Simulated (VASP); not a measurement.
# AsO (Pm-3m) in VASP: further runs

AsO is run at these levels: PBE; tasks: single point, relaxation of cell and atoms.

Everything below comes from runs of VASP 6.6.1. Logs are shortened: lines on timing, memory, paths and dates and some standing lists are left out, and cuts for length are marked.

### 1 The cell of the first run

It takes space group Pm-3m (No. 221, cubic). Conventional cell: a = 2.901 Å, b = 2.901 Å, c = 2.901 Å, α = 90.00°, β = 90.00°, γ = 90.00°. Within 3.3 Å of As (site symmetry m-3m) lie 8 O at 2.51 Å and 6 As at 2.90 Å. Within 3.3 Å of O (site symmetry m-3m) lie 8 As at 2.51 Å and 6 O at 2.90 Å.

The cell was generated, and may not be a known phase.

### 2 Single point, PBE

The input, INCAR:

```
PREC = Accurate ; ENCUT = 520
EDIFF = 1E-6 ; ISMEAR = 0
SIGMA = 0.1 ; LREAL = F
LASPH = T ; NELM = 80
ALGO = Normal ; ISIF = 2
LWAVE = F ; LCHARG = F
GGA = PE ; NBANDS = 12
```

The input, KPOINTS:

```
Automatic mesh
0
Gamma
  20 20 20
```

The input, POSCAR:

```
AsO
1.0
    2.9009321321      0.0000000000      0.0000000000
    0.0000000000      2.9009321321      0.0000000000
    0.0000000000      0.0000000000      2.9009321321
As O
1 1
Direct
    0.0000000000      0.0000000000      0.0000000000
    0.5000000000      0.5000000000      0.5000000000
```

Potentials or basis: VASP PAW PBE potentials, release 64 (As, O).

Run with:

```
cat potpaw_PBE.64/As/POTCAR potpaw_PBE.64/O/POTCAR > POTCAR
mpirun -np 1 vasp_std > vasp.out
```

OUTCAR:

```text
PREC = Accurate
   ENCUT = 520
   EDIFF = 1E-6
   ISMEAR = 0
   LREAL = F
   LASPH = T
   NELM = 80
   ISIF = 2
   GGA = PE

 ion  position               nearest neighbor table
   1  0.000  0.000  0.000-
   2  0.500  0.500  0.500-

  LATTYP: Found a simple cubic cell.
 ALAT       =     2.9009321321

  Lattice vectors:

 A1 = (   2.9009321321,   0.0000000000,   0.0000000000)
 A2 = (   0.0000000000,   2.9009321321,   0.0000000000)
 A3 = (   0.0000000000,   0.0000000000,   2.9009321321)

Analysis of symmetry for initial positions (statically):
=====================================================================
 Subroutine PRICEL returns:
 Original cell was already a primitive cell.

 Routine SETGRP: Setting up the symmetry group for a
 simple cubic supercell.

 Subroutine GETGRP returns: Found 48 space group operations
 (whereof 48 operations were pure point group operations)
 out of a pool of 48 trial point group operations.

The static configuration has the point symmetry O_h .

Analysis of symmetry for dynamics (positions and initial velocities):
=====================================================================
 Subroutine PRICEL returns:
 Original cell was already a primitive cell.

 Routine SETGRP: Setting up the symmetry group for a
 simple cubic supercell.

 Subroutine GETGRP returns: Found 48 space group operations
 (whereof 48 operations were pure point group operations)
 out of a pool of 48 trial point group operations.

The dynamic configuration has the point symmetry O_h .

 Subroutine INISYM returns: Found 48 space group operations
 (whereof 48 operations are pure point group operations),
 and found     1 'primitive' translations

----------------------------------------------------------------------------------------

                                     Primitive cell

  volume of cell :      24.4125

  direct lattice vectors                    reciprocal lattice vectors
     2.900932132  0.000000000  0.000000000     0.344716786  0.000000000  0.000000000
     0.000000000  2.900932132  0.000000000     0.000000000  0.344716786  0.000000000
     0.000000000  0.000000000  2.900932132     0.000000000  0.000000000  0.344716786

  length of vectors
     2.900932132  2.900932132  2.900932132     0.344716786  0.344716786  0.344716786

[... 86 lines left out ...]
   ISIF   =      2    stress and relaxation
   ISYM   =      2    0-nonsym 1-usesym 2-fastsym
   POTIM  = 0.5000    time-step for ionic-motion
   TEBEG  =    0.0;   TEEND  =   0.0 temperature during run
   PSTRESS=    0.0 pullay stress
   NELECT =      11.0000    total number of electrons
   NUPDOWN=      -1.0000    fix difference up-down
   EMIN   =  10.00;   EMAX   =-10.00  energy-range for DOS
   EFERMI =   0.00;   METHOD = LEGACY
   ISMEAR =     0;   SIGMA  =   0.10  broadening in eV -4-tet -1-fermi 0-gaus
   EFERMI_NEDOS =   21; number of points for ismear=-14 and -15
   IALGO  =     38    algorithm
   IMIX   =      4    mixing-type and parameters
     AMIX     =   0.40;   BMIX     =  1.00
     AMIX_MAG =   1.60;   BMIX_MAG =  1.00
  volume/ion in A,a.u.               =      12.21        82.37
  Fermi-wavevector in a.u.,A,eV,Ry     =   1.255071  2.371740 21.431927  1.575202
  Thomas-Fermi vector in A             =   2.388845
   LORBIT       =      0    0 simple, 1 ext, 2 COOP (PROOUT), +10 PAW based schemes
   GGA     = PE    functional components
   LHFCALC =     F    Hartree Fock is set to
   AEXX    =    0.0000 exact exchange contribution
   IVDW    =     0    specifies the selected vdW correction
   LEPSILON=     F    determine dielectric tensor
   LRPA    =     F    only Hartree local field effects (RPA)
 non-spin polarized calculation
 Gauss-broadening in eV      SIGMA  =   0.10
  energy-cutoff  :      520.00
  volume of cell :       24.41
 maximum number of plane-waves:       691
 NGX is ok and might be reduce to    24
   NGX = 11   NGY = 11   NGZ = 11

 number of electron      10.9999996 magnetization

 Free energy of the ion-electron system (eV)
  ---------------------------------------------------
  ext. energy  EPLUGINS =         0.00000000
  ---------------------------------------------------
  free energy    TOTEN  =        -9.15226443 eV

  energy without entropy =       -9.14683397  energy(sigma->0) =       -9.14954920

 E-fermi :   6.9110     XC(G=0): -11.5583

 val. band max:        6.9023767871   @ k =   0.3000   0.3000   0.0500
 cond. band min:       6.9329084298   @ k =   0.4000   0.3500   0.2000
 fundamental gap:      0.0305316427
 Fermi energy:         6.9109800233

 k-point     1 :       0.0000    0.0000    0.0000
  band No.  band energies     occupation
      1     -13.1741      2.00000
      2      -3.9636      2.00000
      3       3.1338      2.00000
      4       3.1338      2.00000
      5       3.1338      2.00000
      6      11.8741      0.00000
      7      11.8741      0.00000
      8      11.8741      0.00000
      9      13.5635      0.00000
     10      13.5635      0.00000
     11      24.1496      0.00000
     12      27.0703      0.00000
[... 331 lines left out ...]
 k-point    24 :       0.2000    0.1000    0.0000
  band No.  band energies     occupation
      1     -12.6997      2.00000
      2      -4.5939      2.00000
      3       2.2671      2.00000
      4       3.5252      2.00000
      5       3.9976      2.00000
      6       8.7817      0.00000
      7      10.5468      0.00000
      8      11.4469      0.00000
      9      15.1525      0.00000
     10      17.8485      0.00000
     11      23.0708      0.00000
     12      24.5115      0.00000

 [... further k-points ...]

------------------------ aborting loop because EDIFF is reached ----------------------------------------

  FORCE on cell =-STRESS in cart. coord.  units (eV):
  Direction    XX          YY          ZZ          XY          YZ          ZX
  --------------------------------------------------------------------------------------
  -------------------------------------------------------------------------------------
  Total       -0.0302471     -0.0302471     -0.0302471      0.0000000     -0.0000000      0.0000000
  in kB       -1.9850983     -1.9850983     -1.9850983      0.0000000     -0.0000000      0.0000000
  external PRESSURE =      -1.9850983 kB  Pullay stress =       0.0000000 kB

 VOLUME and BASIS-vectors are now :
 -----------------------------------------------------------------------------
  energy-cutoff  :      520.00
  volume of cell :       24.41
      direct lattice vectors                 reciprocal lattice vectors
     2.900932132  0.000000000  0.000000000     0.344716786  0.000000000  0.000000000
     0.000000000  2.900932132  0.000000000     0.000000000  0.344716786  0.000000000
     0.000000000  0.000000000  2.900932132     0.000000000  0.000000000  0.344716786

 POSITION                                       TOTAL-FORCE (eV/Angst)
 -----------------------------------------------------------------------------------
      0.00000      0.00000      0.00000         0.000000      0.000000      0.000000
      1.45047      1.45047      1.45047         0.000000      0.000000      0.000000
 -----------------------------------------------------------------------------------
    total drift:                                0.000000      0.000000     -0.000000

  FREE ENERGIE OF THE ION-ELECTRON SYSTEM (eV)
  ---------------------------------------------------
  free  energy   TOTEN  =        -9.1522644349 eV

  energy  without entropy=       -9.1468339712  energy(sigma->0) =       -9.14954920
```

OSZICAR:

```text
N       E                     dE             d eps       ncg     rms          rms(c)
DAV:   1     0.273159283151E+02    0.27316E+02   -0.56009E+03  6920   0.803E+02
DAV:   2    -0.928638067536E+01   -0.36602E+02   -0.34936E+02  9040   0.160E+02
DAV:   3    -0.106139322236E+02   -0.13276E+01   -0.13131E+01  8200   0.263E+01
DAV:   4    -0.106175128497E+02   -0.35806E-02   -0.35741E-02  7572   0.161E+00
DAV:   5    -0.106175202855E+02   -0.74358E-05   -0.74360E-05  8224   0.680E-02    0.765E+00
DAV:   6    -0.957010814812E+01    0.10474E+01   -0.19303E+01  6948   0.225E+01    0.555E+00
DAV:   7    -0.916497582981E+01    0.40513E+00   -0.30508E+00  7100   0.838E+00    0.161E+00
DAV:   8    -0.917344988819E+01   -0.84741E-02   -0.34926E-01  7116   0.381E+00    0.103E+00
DAV:   9    -0.915217410626E+01    0.21276E-01   -0.88213E-02  6936   0.143E+00    0.174E-01
DAV:  10    -0.915236731041E+01   -0.19320E-03   -0.30732E-03  8076   0.439E-01    0.930E-02
DAV:  11    -0.915226276456E+01    0.10455E-03   -0.26291E-04  7292   0.137E-01    0.137E-02
DAV:  12    -0.915226409030E+01   -0.13257E-05   -0.15681E-05  7764   0.226E-02    0.676E-03
DAV:  13    -0.915226443494E+01   -0.34464E-06   -0.25166E-06  4620   0.973E-03
   1 F= -.91522644E+01 E0= -.91495492E+01  d E =-.543046E-02
```

It took 62 s on 1 thread of Intel Xeon 8259CL, shared host; peak memory 0.21 GiB.

What came out:

| Property | Result |
| --- | --- |
| Free energy | -9.1523 eV |
| Pressure | -0.2 GPa |
| Band gap on the k mesh | zero (an odd number of electrons rules out a gap without spin polarisation) |

Levels at points of the mesh, in eV from the Fermi level:
| k point | band 2 | band 3 | band 4 | band 5 | band 6 | band 7 | band 8 | band 9 |
| --- | --- | --- | --- | --- | --- | --- | --- | --- |
| (0.00, 0.00, 0.00) | -10.87 | -3.78 | -3.78 | -3.78 | 4.96 | 4.96 | 4.96 | 6.65 |
| (0.50, 0.00, 0.00) | -13.04 | -3.08 | -2.72 | -2.72 | -1.52 | 3.59 | 3.59 | 9.35 |
| (0.50, 0.50, 0.00) | -9.96 | -7.61 | -7.61 | -2.36 | 1.95 | 1.95 | 5.27 | 8.37 |
| (0.50, 0.50, 0.50) | -7.49 | -4.81 | -4.81 | -4.81 | -2.82 | -2.82 | -2.82 | 12.46 |

Caveat: an odd number of electrons without spin polarisation forces a metal; a magnetic or distorted state may lie lower.

### 3 Relaxation of cell and atoms, PBE

This run uses another cell than the first one, of 12.24 Å³/atom.

The input, INCAR:

```
PREC     = Accurate       # precision mode
ENCUT    = 600            # plane-wave cutoff, eV
EDIFF    = 1E-6           # SCF threshold, eV
ISMEAR   = 0              # smearing method
SIGMA    = 0.1            # smearing width, eV
LREAL    = False          # projectors in reciprocal space
LASPH    = True           # aspherical terms in the spheres
NELM     = 80             # most SCF steps
ALGO     = Normal         # electronic algorithm
ISIF     = 3              # what is computed and relaxed
LWAVE    = False          # write WAVECAR
LCHARG   = False          # write CHGCAR
GGA      = PE             # functional
IBRION   = 2              # ionic algorithm
NSW      = 100            # ionic steps
EDIFFG   = -0.01          # ionic threshold
```

KPOINTS is that of step 2.

The input, POSCAR:

```
AsO
1.0
    2.9036421416      0.0000000000      0.0000000000
    0.0000000000      2.9036421416      0.0000000000
    0.0000000000      0.0000000000      2.9036421416
As O
1 1
Direct
    0.0000000000      0.0000000000      0.0000000000
    0.5000000000      0.5000000000      0.5000000000
```

Potentials or basis: VASP PAW PBE potentials, release 64 (As, O).

Run with:

```
cat potpaw_PBE.64/As/POTCAR potpaw_PBE.64/O/POTCAR > POTCAR
mpirun -np 1 vasp_std > vasp.out
```

It took 83 s on 1 thread of Intel Xeon 8259CL, shared host; peak memory 0.22 GiB.

Results (log left out):

```
Free energy                           : -9.1536 eV
Relaxed volume                        : 12.18 Å³/atom
Relaxed cell                          : a = 2.899 Å, b = 2.899 Å, c = 2.899 Å, α = 90.00°, β = 90.00°, γ = 90.00°
Space group after relaxing (to 0.1 Å) : Pm-3m (No. 221)
Energy gained by relaxing             : 0.1 meV/atom
Ionic steps                           : 3
Pressure after relaxing               : 0.0 GPa
Band gap on the k mesh                : zero (an odd number of electrons rules out a gap without spin polarisation)
```

The path:
```tsv
step	energy change (eV)	largest force (eV/Å)	pressure (GPa)	volume (Å³)
1	0.0000	0.0000	-0.67	24.48
2	-0.0002	0.0000	0.34	24.30
3	-0.0003	0.0000	0.01	24.36
```

Final structure:
```xyz
2
Lattice="2.8988 0.0000 0.0000 0.0000 2.8988 0.0000 0.0000 0.0000 2.8988" Properties=species:S:1:pos:R:3 pbc="T T T"
As    0.0000    0.0000    0.0000
O     1.4494    1.4494    1.4494
```

Levels at points of the mesh, in eV from the Fermi level:
```
           k point  band 3  band 4  band 5  band 6  band 7  band 8
(0.00, 0.00, 0.00)   -3.79   -3.79   -3.79    4.98    4.98    4.98
(0.50, 0.00, 0.00)   -3.08   -2.73   -2.73   -1.52    3.60    3.60
(0.50, 0.50, 0.00)   -7.63   -7.63   -2.37    1.96    1.96    5.29
(0.50, 0.50, 0.50)   -4.83   -4.83   -4.83   -2.83   -2.83   -2.83
```

Caveat: an odd number of electrons without spin polarisation forces a metal; a magnetic or distorted state may lie lower.

The gap in the log of VASP goes by the Fermi energy; the results here count the filled bands.